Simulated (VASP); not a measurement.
**NbSb: relaxation of cell and atoms with PBE**

Crystal: NbSb.

```
CELL_PARAMETERS angstrom
4.68083 0.00000 0.00000
0.00000 4.68083 0.00000
0.00000 0.00000 4.64334
ATOMIC_POSITIONS crystal
Nb 0.50000 0.00000 0.87736
Nb 0.00000 0.50000 0.12264
Sb 0.50000 0.00000 0.36731
Sb 0.00000 0.50000 0.63269
```

The cell was generated, and may not be a known phase.

```json
{
 "Program": "VASP 6.6.1",
 "Task": "relaxation of cell and atoms",
 "Functional": "PBE",
 "Potentials or basis": "VASP PAW PBE potentials, release 64 (Nb_sv, Sb)",
 "Cutoff": "600 eV",
 "k mesh": "4 × 4 × 4",
 "Occupations": "gaussian, width 0.1 eV",
 "Spin": "no spin polarisation",
 "Dipole correction": "no",
 "Further INCAR settings": "ALGO = Normal; EDIFF = 1e-06; IBRION = 2; EDIFFG = -0.04; NSW = 90; ISIF = 3"
}
```

```yaml
Relaxed_volume: 20.85 Å³/atom
Relaxed_cell: a = 3.608 Å, b = 3.608 Å, c = 6.404 Å, α = 90.00°, β = 90.00°, γ = 90.00°
Space_group_after_relaxing_to_0.1_Å: P4/nmm (No. 129)
Energy_gained_by_relaxing: 2180.7 meV/atom
Ionic_steps: 22
Pressure_after_relaxing: 0.0 GPa
Largest_force_after_relaxing: 0.017 eV/Å
Band_gap_on_the_k_mesh: zero (bands 18 and 19 overlap by 0.05 eV)
```

Forces on the atoms (eV/Å):
```
Nb   0.000  0.000 -0.009
Nb   0.000  0.000  0.009
Sb   0.000  0.000 -0.017
Sb   0.000  0.000  0.017
```

Stress tensor (GPa, compression positive):
```
-0.08  0.00  0.00
 0.00 -0.08  0.00
 0.00  0.00  0.03
```

The path:
```tsv
step	energy change (eV)	largest force (eV/Å)	pressure (GPa)	volume (Å³)
1	0.0000	1.5436	25.28	101.74
2	-0.5569	1.4538	-20.79	145.79
3	-4.2995	1.0658	-18.61	122.55
4	-4.6433	1.1704	-16.96	119.78
5	-4.6556	1.5923	-5.40	111.19
6	-4.9186	1.4007	-13.42	116.08
7	-4.9327	1.4806	-11.45	114.58
8	-7.3878	1.2978	-5.20	90.23
9	-7.7367	2.6685	4.92	80.90
10	-8.2774	1.3936	10.55	75.88
11	-8.2964	1.2331	9.31	76.49
12	-8.5056	1.0956	-6.73	86.85
13	-8.5809	1.1896	-2.48	83.27
14	-8.6906	0.4011	-0.47	82.69
15	-8.6966	0.4428	0.23	82.52
16	-8.7127	0.1277	0.03	82.79
17	-8.7128	0.1089	0.01	82.80
18	-8.7167	0.0712	0.11	82.85
19	-8.7216	0.0095	0.40	82.97
20	-8.7220	0.0271	0.50	83.01
21	-8.7195	0.0913	-1.18	84.21
22	-8.7226	0.0169	-0.04	83.38
```

Final structure:
```
CELL_PARAMETERS angstrom
3.60842 0.00000 0.00000
0.00000 3.60842 0.00000
0.00000 0.00000 6.40381
ATOMIC_POSITIONS crystal
Nb 0.50000 0.00000 0.86261
Nb 0.00000 0.50000 0.13739
Sb 0.50000 0.00000 0.33137
Sb 0.00000 0.50000 0.66863
```

Levels at points of the mesh, in eV from the Fermi level:
```csv
k point,band 15,band 16,band 17,band 18,band 19,band 20,band 21,band 22
"(0.00, 0.00, 0.00)",-1.33,-0.30,-0.21,-0.21,0.14,1.10,1.10,1.55
"(0.50, 0.00, 0.00)",-1.82,-1.82,0.03,0.03,0.99,0.99,1.34,1.34
"(0.50, 0.50, 0.00)",-2.41,-2.41,-1.26,-1.26,0.97,0.97,2.40,2.40
"(0.00, 0.00, 0.50)",-1.55,-0.45,-0.36,-0.36,0.14,0.73,1.97,2.31
"(0.50, 0.00, 0.50)",-1.96,-1.96,-0.37,-0.37,1.54,1.54,2.06,2.06
"(0.50, 0.50, 0.50)",-2.62,-2.62,-1.17,-1.17,1.90,1.90,2.40,2.40
```

Run time: 15 min on 1 thread of Intel(R) Xeon(R) Platinum 8259CL CPU @ 2.50GHz (Skylake/Cascade Lake), with other jobs on the host, peak memory 0.28 GiB.

Caveat: the volume moved by over 15 % at a fixed basis, so the end points are rough; spin-orbit coupling is left out, which moves the levels of the heavy elements.
